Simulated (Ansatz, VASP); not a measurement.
One calculation of Ge, two programs

```
Ge
1.0
     3.17289    0.00000    0.00000
    -1.58645    2.74780    0.00000
     0.00000    0.00000    4.91596
Ge
2
Direct
  0.33333 0.66667 0.25000
  0.66667 0.33333 0.75000
```

Alike in both runs: task single point; functional RPBE; k mesh 19 × 19 × 11; occupations fermi-dirac, width 0.1 eV; no spin polarisation.

|  | VASP | Ansatz |
| --- | --- | --- |
| version | VASP 6.6.1 | Ansatz 0.2.0 |
| potentials or method | VASP PAW PBE potentials, release 64 (Ge_d), cutoff 520 eV | plane waves (420 eV) with PAW, scalar-relativistic |
| valence electrons in the cell | 28 | 28 |

```tsv
	VASP	Ansatz	Ansatz less VASP
pressure (GPa)	-3.7	-3.7	+0.07
traceless stress, the component that is largest in VASP (GPa)	1.59	1.59	+0.001
```

VASP's potentials were made for PBE, not for RPBE.
